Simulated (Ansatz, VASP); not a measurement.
## Two plane-wave programs on LiS3

The input INCAR:

```
  ALGO = Normal
  EDIFF = 1E-6
  EDIFFG = -0.04
  ENCUT = 600
  GGA = PE
  IBRION = 2
  ISIF = 3
  ISMEAR = 0
  LASPH = T
  LCHARG = F
  LREAL = F
  LWAVE = F
  NELM = 100
  NSW = 90
  PREC = Accurate
  SIGMA = 0.1
```

File KPOINTS:

```
k-points
0
Gamma
  4 4 4
```

POSCAR

```
LiS3
1.0
    5.3816391300      0.0000000000      0.0000000000
    0.0000000000      5.3816391300      0.0000000000
    0.0000000000      0.0000000000      5.3816391300
Li S
2 6
Direct
    0.0000000000      0.0000000000      0.0000000000
    0.5000000000      0.5000000000      0.5000000000
    0.2500000000      0.0000000000      0.5000000000
    0.7500000000      0.0000000000      0.5000000000
    0.0000000000      0.5000000000      0.2500000000
    0.0000000000      0.5000000000      0.7500000000
    0.5000000000      0.7500000000      0.0000000000
    0.5000000000      0.2500000000      0.0000000000
```

Input for Ansatz:

```yaml
crystal:
  lattice:
    - [5.38163913, 0.0, 0.0]
    - [0.0, 5.38163913, 0.0]
    - [0.0, 0.0, 5.38163913]
  atoms:
    - { symbol: Li, position: [0.0, 0.0, 0.0] }
    - { symbol: Li, position: [0.5, 0.5, 0.5] }
    - { symbol: S, position: [0.25, 0.0, 0.5] }
    - { symbol: S, position: [0.75, 0.0, 0.5] }
    - { symbol: S, position: [0.0, 0.5, 0.25] }
    - { symbol: S, position: [0.0, 0.5, 0.75] }
    - { symbol: S, position: [0.5, 0.75, 0.0] }
    - { symbol: S, position: [0.5, 0.25, 0.0] }
basis:
  ecutwfc: 420
kpoints:
  mp_grid: { grid: [4, 4, 4] }
hamiltonian:
  xc: pbe
scf:
  occupations: { method: gaussian, width: 0.1 }
  lower_state_search: "off"
output:
  forces: true
  stress: true
  eigenvalues: true
relax:
  adjacent_minimum: "off"
  f_tol: 0.04
  max_steps: 70
  cell: { stress_tol: 0.4 }
```

Change from the starting cell: species swapped into the Ta3Sn type (Pm-3n, No. 223).

Alike in both runs: task relaxation of cell and atoms; functional PBE; k mesh 4 × 4 × 4; occupations gaussian, width 0.1 eV; no spin polarisation.

```csv
,VASP,Ansatz
version,VASP 6.6.1,Ansatz 0.2.0
potentials or method,"VASP PAW PBE potentials, release 64 (Li_sv, S), cutoff 600 eV","scalar-relativistic, plane waves, PAW"
valence electrons in the cell,42,42
```

|  | VASP | Ansatz | Ansatz less VASP |
| --- | --- | --- | --- |
| gap on the k mesh at the Fermi level, each at its own relaxed structure (eV) | none | none | - |
| relaxed volume (Å³/atom) | 15.73 | 15.78 | +0.051 |
| relaxed cell length with the largest relative difference (Å) | 5.011 | 5.016 | +0.0054 |

A gap of «none» marks a metal or a gap that the smearing closes.

Noted on VASP's run: the cutoff is short for stress, so the pressure is rough; the volume moved by over 15 % at a fixed basis, so the end points are rough; too few bands were computed for a metal, which touches its energy and stress.
